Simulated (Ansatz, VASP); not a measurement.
HfIn4SiO6 in VASP and in Ansatz

```
CELL_PARAMETERS angstrom
5.69867 0.00381 0.01559
-0.70506 6.10815 -0.00575
-2.73718 -1.39557 6.63076
ATOMIC_POSITIONS crystal
Hf 0.11793 0.01556 0.13292
In 0.38842 0.99901 0.72891
In 0.75865 0.00842 0.49586
In 0.23461 0.48841 0.53300
In 0.59649 0.48211 0.20528
Si 0.86778 0.44029 0.85544
O 0.55316 0.38738 0.79290
O 0.93454 0.38483 0.65596
O 0.98414 0.26218 0.00347
O 0.99083 0.69806 0.98452
O 0.08665 0.06493 0.39374
O 0.48680 0.10883 0.21799
```

Alike in both runs: functional LDA; k mesh 4 × 4 × 3; occupations fermi-dirac, width 0.05 eV; no spin polarisation.

```csv
,VASP,Ansatz
version,VASP 6.6.1,Ansatz 0.2.0
potentials or method,"VASP PAW LDA potentials, release 64 (Hf_pv, In_d, Si, O), cutoff 520 eV","all-electron LAPW, scalar-relativistic"
task,single point,band structure
```

```csv
,VASP,Ansatz,Ansatz less VASP
gap on the k mesh at the Fermi level (eV),0.93,0.96,+0.027
least direct gap on the mesh (eV),1.15,1.18,+0.028
pressure (GPa),-5.9,-5.8,+0.10
"traceless stress, the component that is largest in VASP (GPa)",-0.45,-0.41,+0.039
rms of the force components (eV/Å),0.182,0.175,-0.0073
```

LDA's correlation is that of Perdew and Zunger in VASP and of Perdew and Wang (1992) in Ansatz. Atom by atom the forces differ by 0.051 eV/Å (rms over components). Ansatz ran all-electron here, and VASP with PAW potentials.

Neither program's run includes spin-orbit coupling.
